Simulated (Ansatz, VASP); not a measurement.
RbBr: VASP beside Ansatz

INCAR

```
SYSTEM = RbBr
PREC = Accurate
ENCUT = 520
EDIFF = 1E-7
ISMEAR = 0
SIGMA = 0.05
LREAL = .FALSE.
LASPH = .TRUE.
NELM = 100
ALGO = Normal
ISIF = 2
LWAVE = .FALSE.
LCHARG = .FALSE.
GGA = PE
NBANDS = 15
```

The input KPOINTS:

```
regular mesh
0
G
  6 6 6
  0 0 0
```

POSCAR

```
RbBr
1.0
    4.1371365051      0.0000000000      0.0000000000
    0.0000000000      4.1371365051      0.0000000000
    0.0000000000      0.0000000000      4.1929021031
Rb Br
1 1
Direct
   -0.1157227195      0.0000000000      0.0000000000
    0.6237806148      0.5000000000      0.5000000000
```

Input for Ansatz:

```yaml
crystal:
  lattice:
    - [4.1371365051, 0.0, 0.0]
    - [0.0, 4.1371365051, 0.0]
    - [0.0, 0.0, 4.1929021031]
  atoms:
    - { symbol: Rb, position: [-0.1157227195, 0.0, 0.0] }
    - { symbol: Br, position: [0.6237806148, 0.5, 0.5] }
basis:
  ecutwfc: 420
kpoints:
  mp_grid: { grid: [6, 6, 6] }
hamiltonian:
  xc: pbe
  pseudopotentials: { kind: paw }
scf:
  occupations: { method: gaussian, width: 0.05 }
output:
  forces: true
  stress: true
  eigenvalues: true
```

Change from the starting cell: mode 4 frozen in at -0.519 Å, equal normal strain along x and y -0.0133.

Alike in both runs: task single point; functional PBE; k mesh 6 × 6 × 6; occupations gaussian, width 0.05 eV; no spin polarisation.

|  | VASP | Ansatz |
| --- | --- | --- |
| version | VASP 6.6.1 | Ansatz 0.2.0 |
| potentials or method | VASP PAW PBE potentials, release 64 (Rb_sv, Br), cutoff 520 eV | scalar-relativistic, plane waves, PAW |
| valence electrons in the cell | 16 | 16 |

Ansatz gave:

- gap on the k mesh at the Fermi level (eV): 3.98
- least direct gap on the mesh (eV): 4.19
- pressure (GPa): 4.4
- traceless stress, the component that is largest in VASP (GPa): -2.15
- rms of the force components (eV/Å): 0.429

What did VASP give for the same quantities?

gap on the k mesh at the Fermi level (eV): 3.98; least direct gap on the mesh (eV): 4.19; pressure (GPa): 4.5; traceless stress, the component that is largest in VASP (GPa): -2.19; rms of the force components (eV/Å): 0.434.

Atom by atom the forces differ by 0.005 eV/Å (rms over components).
